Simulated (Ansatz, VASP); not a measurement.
# AgI in VASP and in Ansatz

```
Ag I
1.0
     4.62632    0.00000    0.00000
    -2.31316    4.00651    0.00000
     0.00000    0.00000    7.64590
Ag I
2 2
Cartesian
  2.3132 1.3355 4.8102
  0.0000 2.6710 0.9872
  2.3132 1.3355 0.0067
  0.0000 2.6710 3.8297
```

Change from the starting cell: film at in-plane strain -0.005.

Alike in both runs: task single point; functional r2SCAN; k mesh 6 × 6 × 4; no spin polarisation.

|  | VASP | Ansatz |
| --- | --- | --- |
| version | VASP 6.6.1 | Ansatz 0.2.0 |
| potentials or method | VASP PAW PBE potentials, release 64 (Ag, I) | PAW with Ansatz's default frozen-core files, scalar-relativistic |
| plane-wave cutoff (eV) | 550 | 500 |
| occupations | gaussian, width 0.01 eV | fixed |
| valence electrons in the cell | 36 | 72 |

|  | VASP | Ansatz | Ansatz less VASP |
| --- | --- | --- | --- |
| gap on the k mesh at the Fermi level (eV) | 1.82 | 1.85 | +0.032 |
| pressure (GPa) | 0.0 | 0.1 | +0.11 |
| traceless stress, the component that is largest in VASP (GPa) | -0.12 | -0.12 | +0.003 |

VASP's potentials were made for PBE, not for r2SCAN. VASP's potentials hold 36 valence electrons a cell and Ansatz's 72, so a difference there can come from the potentials and not from the codes.

Spin-orbit coupling is off throughout.
